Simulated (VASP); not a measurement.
Set up this calculation in VASP 6.6.1, as the native input.

```
Task                   : single point
Functional             : PBE
Potentials or basis    : VASP PAW PBE potentials, release 64 (K_sv)
Cutoff                 : 520 eV
k mesh                 : 10 × 10 × 6
Occupations            : fermi-dirac, width 0.08 eV
Spin                   : no spin polarisation
Dipole correction      : no
Further INCAR settings : ALGO = Normal; EDIFF = 1e-07; NBANDS = 16
```

The structure of K lies in POSCAR:

```
K
1.0
    3.7951959312      0.0000000000      0.0000000000
   -1.8975979656      3.2867360888      0.0000000000
    0.0000000000      0.0000000000      6.1482174086
K
2
Direct
    0.3333333333      0.6666666667      0.2500000000
    0.6666666667      0.3333333333      0.7500000000
```

This isn't the form of K at room conditions, which is bcc.

These files were run (other wordings do the same):

INCAR

```
SYSTEM = K
  PREC = Accurate
  ENCUT = 520
  EDIFF = 1E-7
  ISMEAR = -1
  SIGMA = 0.08
  LREAL = .False.
  LASPH = .True.
  NELM = 60
  ALGO = Normal
  ISIF = 2
  LWAVE = .False.
  LCHARG = .False.
  GGA = PE
  NBANDS = 16
```

KPOINTS

```
Automatic mesh
0
Gamma
  10 10 6
  0 0 0
```

Potentials or basis: VASP PAW PBE potentials, release 64 (K_sv).

Command:

```console
$ cat potpaw_PBE.64/K_sv/POTCAR > POTCAR
$ mpirun -np 1 vasp_std > vasp.out
```

It gave:

| Item | Value |
| --- | --- |
| Pressure | 7.9 GPa |
| Band gap on the k mesh | zero (bands 9 and 10 overlap by 2.88 eV) |

Caveat: the cell stands under pressure.

Run time: 72 s on 1 thread of Intel Xeon 8259CL, on a shared host, peak memory 0.22 GiB.
